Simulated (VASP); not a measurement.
# Sn in VASP: notebook

Sn is run at these levels: LDA, r2SCAN, PBE, RPBE; tasks: single point.

All numbers are computed with VASP 6.6.1; they aren't measurements. Logs are shortened: lines on timing, memory, paths and dates and some standing lists are left out, and cuts for length are marked.

**1. The cell of the first run**

The typed cell holds 2 atoms: a = 4.455 Å, b = 4.455 Å, c = 4.455 Å, α = 97.40°, β = 97.40°, γ = 137.92°.

**2. Single point, LDA**

Contents of INCAR:

```
SYSTEM = Sn
PREC = Accurate
ENCUT = 520
EDIFF = 1E-7
ISMEAR = 1
SIGMA = 0.05
LREAL = .FALSE.
LASPH = .TRUE.
NELM = 80
ALGO = Fast
ISIF = 2
LWAVE = .FALSE.
LCHARG = .FALSE.
NBANDS = 21
```

Contents of KPOINTS:

```
Automatic mesh
0
G
  7 7 5
  0 0 0
```

Contents of POSCAR:

```
Sn
1.0
   -2.9401404553      2.9401404553      1.5993019889
    2.9401404553     -2.9401404553      1.5993019889
    2.9401404553      2.9401404553     -1.5993019889
Sn
2
Direct
    0.0070650000     -0.0047300000     -0.0123030000
    0.7491880000      0.2445090000      0.4991050000
```

Potentials or basis: VASP PAW LDA potentials, release 64 (Sn_d).

Started as:

```bash
cat potpaw_LDA.64/Sn_d/POTCAR > POTCAR
mpirun -np 1 vasp_std > vasp.out
```

OUTCAR:

```text
SYSTEM = Sn
   PREC = Accurate
   ENCUT = 520
   EDIFF = 1E-7
   ISMEAR = 1
   LREAL = .FALSE.
   LASPH = .TRUE.
   NELM = 80
   ISIF = 2

 ion  position               nearest neighbor table
   1  0.007  0.995  0.988-   2 3.00   2 3.03   2 3.05   2 3.11   2 3.73
   2  0.749  0.245  0.499-   1 3.00   1 3.03   1 3.05   1 3.11   1 3.73

  LATTYP: Found a body centered tetragonal cell.
 ALAT       =     5.8802809106
 C/A-ratio  =     0.5439542815

  Lattice vectors:

 A1 = (  -2.9401404553,   2.9401404553,   1.5993019889)
 A2 = (   2.9401404553,  -2.9401404553,   1.5993019889)
 A3 = (   2.9401404553,   2.9401404553,  -1.5993019889)

Analysis of symmetry for initial positions (statically):
=====================================================================
 Subroutine PRICEL returns:
 Original cell was already a primitive cell.

 Routine SETGRP: Setting up the symmetry group for a
 body centered tetragonal supercell.

 Subroutine GETGRP returns: Found  2 space group operations
 (whereof  1 operations were pure point group operations)
 out of a pool of 16 trial point group operations.

The static configuration has the point symmetry C_1 .
 The point group associated with its full space group is S_2 .

Analysis of symmetry for dynamics (positions and initial velocities):
=====================================================================
 Subroutine PRICEL returns:
 Original cell was already a primitive cell.

 Routine SETGRP: Setting up the symmetry group for a
 body centered tetragonal supercell.

 Subroutine GETGRP returns: Found  2 space group operations
 (whereof  1 operations were pure point group operations)
 out of a pool of 16 trial point group operations.

The dynamic configuration has the point symmetry C_1 .
 The point group associated with its full space group is S_2 .

 Subroutine INISYM returns: Found  2 space group operations
 (whereof  1 operations are pure point group operations),
 and found     1 'primitive' translations

----------------------------------------------------------------------------------------

                                     Primitive cell

  volume of cell :      55.3002

  direct lattice vectors                    reciprocal lattice vectors
    -2.940140455  2.940140455  1.599301989     0.000000000  0.170059903  0.312636390
     2.940140455 -2.940140455  1.599301989     0.170059903  0.000000000  0.312636390
     2.940140455  2.940140455 -1.599301989     0.170059903  0.170059903  0.000000000

  length of vectors
     4.454954393  4.454954393  4.454954393     0.355895888  0.355895888  0.240501021

  position of ions in fractional coordinates (direct lattice)
     0.007065000  0.995270000  0.987697000
     0.749188000  0.244509000  0.499105000

  ion indices of the primitive-cell ions
   primitive index   ion index
                 1           1
                 2           2

----------------------------------------------------------------------------------------

 KPOINTS: Automatic mesh

Automatic generation of k-mesh.
 Grid dimensions read from file:
 generate k-points for:    7    7    5

 Generating k-lattice:

  Cartesian coordinates                     Fractional coordinates (reciprocal lattice)
     0.000000000  0.024294272  0.044662341     0.142857143 -0.000000000  0.000000000
     0.024294272  0.000000000  0.044662341    -0.000000000  0.142857143  0.000000000
     0.034011981  0.034011981  0.000000000     0.000000000  0.000000000  0.200000000

  Length of vectors
     0.050842270  0.050842270  0.048100204

  Shift w.r.t. Gamma in fractional coordinates (k-lattice)
     0.000000000  0.000000000  0.000000000

 -----------------------------------------------------------------------------
|                                                                             |
|           W    W    AA    RRRRR   N    N  II  N    N   GGGG   !!!           |
|           W    W   A  A   R    R  NN   N  II  NN   N  G    G  !!!           |
|           W    W  A    A  R    R  N N  N  II  N N  N  G       !!!           |
|           W WW W  AAAAAA  RRRRR   N  N N  II  N  N N  G  GGG   !            |
|           WW  WW  A    A  R   R   N   NN  II  N   NN  G    G                |
|           W    W  A    A  R    R  N    N  II  N    N   GGGG   !!!           |
|                                                                             |
|     Your reciprocal lattice and k-lattice belong to different lattice       |
|     classes:                                                                |
|                                                                             |
|        The reciprocal lattice is body-centered tetragonal,                  |
|        whereas your k-lattice is base-centered monoclinic.                  |
|                                                                             |
|     Results are often still useful ...                                      |
|                                                                             |
 -----------------------------------------------------------------------------

 WARNING: IBZKPT: internal override: KBLOWUP is changed to .FALSE.
      ... skipping the blow-up phase ...

 Subroutine IBZKPT returns following result:
 ===========================================

 Found    123 irreducible k-points:

 Following reciprocal coordinates:
            Coordinates               Weight
  0.000000  0.000000  0.000000      1.000000
  0.142857  0.000000  0.000000      2.000000
  0.285714 -0.000000  0.000000      2.000000
  0.428571 -0.000000  0.000000      2.000000
  0.000000  0.142857  0.000000      2.000000
  0.142857  0.142857  0.000000      2.000000
[... 16 lines left out ...]
 -0.428571  0.428571  0.000000      2.000000
 -0.285714  0.428571  0.000000      2.000000
 [... further k-points ...]
   k-points           NKPTS =    123   k-points in BZ     NKDIM =    123   number of bands    NBANDS=     21
   number of dos      NEDOS =    301   number of ions     NIONS =      2
   total plane-waves  NPLWV =  46656
   dimension x,y,z NGX =    36 NGY =   36 NGZ =   36
   dimension x,y,z NGXF=    72 NGYF=   72 NGZF=   72
   ions per type =               2
   NGX,Y,Z   is equivalent  to a cutoff of  13.43, 13.43, 13.43 a.u.
   NGXF,Y,Z  is equivalent  to a cutoff of  26.87, 26.87, 26.87 a.u.
 SYSTEM =  Sn
   PREC   = accura    normal or accurate (medium, high low for compatibility)
   ISTART =      0    job   : 0-new  1-cont  2-samecut
   ICHARG =      2    charge: 1-file 2-atom 10-const
   ISPIN  =      1    spin polarized calculation?
   LNONCOLLINEAR =      F non collinear calculations
   LSORBIT =      F    spin-orbit coupling
   LASPH  =      T    aspherical Exc in radial PAW
   ENCUT  =  520.0 eV  38.22 Ry    6.18 a.u.   8.28  8.28  8.28*2*pi/ulx,y,z
   NELM   =     80;   NELMIN=  2; NELMDL= -5     # of ELM steps
   EDIFF  = 0.1E-06   stopping-criterion for ELM
   LREAL  =      F    real-space projection
   EDIFFG = 0.1E-05   stopping-criterion for IOM
   NSW    =      0    number of steps for IOM
   IBRION =     -1    ionic relax: 0-MD 1-quasi-New 2-CG
   NFREE  =      0    steps in history (QN), initial steepest desc. (CG)
   ISIF   =      2    stress and relaxation
   ISYM   =      2    0-nonsym 1-usesym 2-fastsym
   POTIM  = 0.5000    time-step for ionic-motion
   TEBEG  =    0.0;   TEEND  =   0.0 temperature during run
   PSTRESS=    0.0 pullay stress
   NELECT =      28.0000    total number of electrons
   NUPDOWN=      -1.0000    fix difference up-down
   EMIN   =  10.00;   EMAX   =-10.00  energy-range for DOS
   EFERMI =   0.00;   METHOD = LEGACY
   ISMEAR =     1;   SIGMA  =   0.05  broadening in eV -4-tet -1-fermi 0-gaus
   EFERMI_NEDOS =   21; number of points for ismear=-14 and -15
   IALGO  =     68    algorithm
   IMIX   =      4    mixing-type and parameters
     AMIX     =   0.40;   BMIX     =  1.00
     AMIX_MAG =   1.60;   BMIX_MAG =  1.00
  volume/ion in A,a.u.               =      27.65       186.59
  Fermi-wavevector in a.u.,A,eV,Ry     =   1.304824  2.465760 23.164816  1.702566
  Thomas-Fermi vector in A             =   2.435734
   LORBIT       =      0    0 simple, 1 ext, 2 COOP (PROOUT), +10 PAW based schemes
   GGA     = CA    functional components
   LHFCALC =     F    Hartree Fock is set to
   AEXX    =    0.0000 exact exchange contribution
   IVDW    =     0    specifies the selected vdW correction
   LEPSILON=     F    determine dielectric tensor
   LRPA    =     F    only Hartree local field effects (RPA)
 non-spin polarized calculation
 RMM-DIIS sequential band-by-band and
 Methfessel and Paxton  Order N= 1 SIGMA  =   0.05
  energy-cutoff  :      520.00
  volume of cell :       55.30
 maximum number of plane-waves:      1505
 NGX is ok and might be reduce to    36
   NGX = 17   NGY = 17   NGZ = 17

 number of electron      27.9999998 magnetization

 Free energy of the ion-electron system (eV)
  ---------------------------------------------------
  ext. energy  EPLUGINS =         0.00000000
  ---------------------------------------------------
  free energy    TOTEN  =        -8.95503937 eV

  energy without entropy =       -8.95509205  energy(sigma->0) =       -8.95505693

 E-fermi :   7.3357     XC(G=0): -10.4590

 val. band max:        7.3277706130   @ k =   0.4286  -0.1429   0.2000
 cond. band min:       7.3415126193   @ k =  -0.0000   0.4286   0.2000
 fundamental gap:      0.0137420063
 Fermi energy:         7.3357460756

 k-point     1 :       0.0000    0.0000    0.0000
  band No.  band energies     occupation
      1     -14.0628      2.00000
      2     -13.9802      2.00000
      3     -13.9382      2.00000
      4     -13.9270      2.00000
      5     -13.7870      2.00000
      6     -13.7768      2.00000
[... 13 lines left out ...]
     20      17.3068      0.00000
     21      17.9646      0.00000

 k-point     2 :       0.1429    0.0000    0.0000
  band No.  band energies     occupation
      1     -14.0501      2.00000
      2     -13.9436      2.00000
      3     -13.9245      2.00000
      4     -13.8856      2.00000
      5     -13.8076      2.00000
      6     -13.7963      2.00000
[... 13 lines left out ...]
     20      15.9345      0.00000
     21      16.1661      0.00000

 k-point     3 :       0.2857   -0.0000    0.0000
  band No.  band energies     occupation
      1     -14.0190      2.00000
      2     -13.8963      2.00000
      3     -13.8880      2.00000
      4     -13.8573      2.00000
      5     -13.8437      2.00000
      6     -13.8053      2.00000
[... 13 lines left out ...]
     20      14.4137      0.00000
     21      16.3684      0.00000

 k-point     4 :       0.4286   -0.0000    0.0000
  band No.  band energies     occupation
      1     -13.9920      2.00000
      2     -13.9072      2.00000
      3     -13.8962      2.00000
      4     -13.8683      2.00000
      5     -13.8404      2.00000
      6     -13.8260      2.00000
[... 13 lines left out ...]
     20      15.9435      0.00000
     21      17.9782      0.00000

 k-point     5 :       0.0000    0.1429    0.0000
  band No.  band energies     occupation
      1     -14.0501      2.00000
      2     -13.9429      2.00000
      3     -13.9242      2.00000
      4     -13.8875      2.00000
      5     -13.8061      2.00000
      6     -13.8001      2.00000
[... 13 lines left out ...]
     20      15.9613      0.00000
     21      16.0981      0.00000
[... 382 lines left out ...]
     20      17.0700      0.00000
     21      17.2145      0.00000

 k-point    22 :       0.4286    0.4286    0.0000
  band No.  band energies     occupation
      1     -13.9544      2.00000
      2     -13.9512      2.00000
      3     -13.9113      2.00000
      4     -13.8985      2.00000
      5     -13.8082      2.00000
      6     -13.8078      2.00000
[... 13 lines left out ...]
     20      18.2321      0.00000
     21      18.9846      0.00000

 k-point    23 :      -0.4286    0.4286    0.0000
  band No.  band energies     occupation
      1     -13.9862      2.00000
      2     -13.9763      2.00000
      3     -13.9359      2.00000
      4     -13.8666      2.00000
      5     -13.8380      2.00000
      6     -13.7872      2.00000
[... 13 lines left out ...]
     20      17.0738      0.00000
     21      17.1913      0.00000

 k-point    24 :      -0.2857    0.4286    0.0000
  band No.  band energies     occupation
      1     -13.9757      2.00000
      2     -13.9502      2.00000
      3     -13.9340      2.00000
      4     -13.8591      2.00000
      5     -13.8471      2.00000
      6     -13.7804      2.00000
[... 13 lines left out ...]
     20      17.5812      0.00000
     21      18.6354      0.00000

 [... further k-points ...]
[... 5 lines left out ...]
  --------------------------------------------------------------------------------------
  -------------------------------------------------------------------------------------
  Total       -1.1783279     -1.0281725     -0.8416178     -0.2256353      0.2296407      0.3190955
  in kB      -34.1389479    -29.7885892    -24.3836588     -6.5371880      6.6532347      9.2449526
  external PRESSURE =     -29.4370653 kB  Pullay stress =       0.0000000 kB

 VOLUME and BASIS-vectors are now :
 -----------------------------------------------------------------------------
  energy-cutoff  :      520.00
  volume of cell :       55.30
      direct lattice vectors                 reciprocal lattice vectors
    -2.940140455  2.940140455  1.599301989     0.000000000  0.170059903  0.312636390
     2.940140455 -2.940140455  1.599301989     0.170059903  0.000000000  0.312636390
     2.940140455  2.940140455 -1.599301989     0.170059903  0.170059903  0.000000000

 POSITION                                       TOTAL-FORCE (eV/Angst)
 -----------------------------------------------------------------------------------
      5.80943     -0.00149      0.02341         0.159766      0.029560     -0.008656
     -0.01639      2.95127      0.79100        -0.159766     -0.029560      0.008656
 -----------------------------------------------------------------------------------
    total drift:                                0.000001      0.000004     -0.000010

  FREE ENERGIE OF THE ION-ELECTRON SYSTEM (eV)
  ---------------------------------------------------
  free  energy   TOTEN  =        -8.9550393691 eV

  energy  without entropy=       -8.9550920467  energy(sigma->0) =       -8.95505693
```

Wall time 3.4 min (1 thread of Intel Xeon Platinum 8488C (Sapphire Rapids), shared host); peak memory 0.25 GiB.

What came out:

* Free energy: -8.9550 eV
* Pressure: -2.9 GPa
* Largest force: 0.163 eV/Å
* Band gap on the k mesh: zero (band 14 reaches 8.81 eV, above the bottom of band 15 at 5.66 eV)

Forces on the atoms (eV/Å):
```
Sn   0.160  0.030 -0.009
Sn  -0.160 -0.030  0.009
```

Caveat: spin-orbit coupling is left out, which moves the levels of the heavy elements.

**3. Single point, LDA**

Contents of INCAR:

```
PREC     = Accurate       # precision mode
ENCUT    = 520            # plane-wave cutoff, eV
EDIFF    = 1E-6           # SCF threshold, eV
ISMEAR   = 1              # smearing method
SIGMA    = 0.05           # smearing width, eV
LREAL    = F              # projectors in reciprocal space
LASPH    = T              # aspherical terms in the spheres
NELM     = 60             # most SCF steps
ALGO     = Fast           # electronic algorithm
ISIF     = 2              # what is computed and relaxed
LWAVE    = F              # write WAVECAR
LCHARG   = F              # write CHGCAR
GGA      = CA             # functional
NBANDS   = 21             # bands
```

Contents of KPOINTS:

```
regular mesh
0
Gamma
  7 7 5
```

POSCAR is that of step 2.

Potentials or basis: VASP PAW LDA potentials, release 64 (Sn_d).

Started as:

```bash
cat potpaw_LDA.64/Sn_d/POTCAR > POTCAR
mpirun -np 1 vasp_std > vasp.out
```

Wall time 2.7 min (1 thread of Intel Xeon Platinum 8488C (Sapphire Rapids), shared host); peak memory 0.25 GiB.

The run converged. Its results:

```
Free energy            : -8.9550 eV
Pressure               : -2.9 GPa
Largest force          : 0.163 eV/Å
Band gap on the k mesh : zero (band 14 reaches 8.81 eV, above the bottom of band 15 at 5.66 eV)
```

Forces on the atoms (eV/Å):
```
Sn   0.160  0.030 -0.009
Sn  -0.160 -0.030  0.009
```

Stress tensor (GPa, compression positive):
```
-3.39 -0.65  0.93
-0.65 -2.95  0.66
 0.93  0.66 -2.43
```

Levels at points of the mesh, in eV from the Fermi level:
| k point | band 11 | band 12 | band 13 | band 14 | band 15 | band 16 | band 17 | band 18 |
| --- | --- | --- | --- | --- | --- | --- | --- | --- |
| (0.00, 0.00, 0.00) | -10.88 | -3.67 | -1.80 | -1.78 | 3.22 | 6.17 | 6.22 | 6.79 |

Caveat: spin-orbit coupling is left out, which moves the levels of the heavy elements.

[end of part 1 of 2]
